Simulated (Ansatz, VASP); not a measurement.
**Two plane-wave programs on MnSi**

The input INCAR:

```
SYSTEM = MnSi
  PREC = Accurate
  ENCUT = 520
  EDIFF = 1E-6
  ISMEAR = 0
  SIGMA = 0.1
  LREAL = .FALSE.
  LASPH = .TRUE.
  NELM = 150
  ALGO = Normal
  ISIF = 2
  LWAVE = .FALSE.
  LCHARG = .FALSE.
  ISPIN = 2
  MAGMOM = 4 0
  LORBIT = 11
  LMAXMIX = 4
  GGA = PE
  NBANDS = 20
```

KPOINTS

```
regular mesh
0
G
  6 6 6
  0 0 0
```

POSCAR

```
MnSi
1.0
    0.0000000000      2.4364189200      2.4364189200
    2.4364189200      0.0000000000      2.4364189200
    2.4364189200      2.4364189200      0.0000000000
Mn Si
1 1
Direct
    0.0000000000      0.0000000000      0.0000000000
    0.5000000000      0.5000000000      0.5000000000
```

Input for Ansatz:

```yaml
crystal:
  lattice:
    - [0.0, 2.43641892, 2.43641892]
    - [2.43641892, 0.0, 2.43641892]
    - [2.43641892, 2.43641892, 0.0]
  atoms:
    - { symbol: Mn, position: [0.0, 0.0, 0.0], spin: 4.0 }
    - { symbol: Si, position: [0.5, 0.5, 0.5] }
basis:
  ecutwfc: 420
kpoints:
  mp_grid: { grid: [6, 6, 6] }
hamiltonian:
  xc: pbe
scf:
  occupations: { method: gaussian, width: 0.1 }
  lower_state_search: "off"
output:
  forces: true
  stress: true
  eigenvalues: true
  populations: true
magnetization:
  spin_polarized: true
```

Change from the starting cell: species swapped into the TePb type (Fm-3m, No. 225).

Alike in both runs: task single point; functional PBE; k mesh 6 × 6 × 6; occupations gaussian, width 0.1 eV; collinear spin.

```csv
,VASP,Ansatz
version,VASP 6.6.1,Ansatz 0.2.0
potentials or method,"VASP PAW PBE potentials, release 64 (Mn_pv, Si), cutoff 520 eV","scalar-relativistic, plane waves, PAW"
valence electrons in the cell,17,19
```

|  | VASP | Ansatz | Ansatz less VASP |
| --- | --- | --- | --- |
| gap on the k mesh at the Fermi level (eV) | none | none | - |
| pressure (GPa) | -2.6 | -2.4 | +0.16 |
| net moment per atom (μB) | 1.22 | 1.22 | +0.001 |
| size of the moment on the site where the two differ most (μB) | 2.57 | 2.48 | -0.087 |

Site moments also hang on the region over which each program counts them. A gap of «none» marks a metal or a gap that the smearing closes. The functional is the same, so the differences come from potentials, cutoffs and numerics. VASP's potentials hold 17 valence electrons a cell and Ansatz's 19, so a difference there can come from the potentials and not from the codes.

The k mesh is coarse, so the values compare programs but aren't converged.
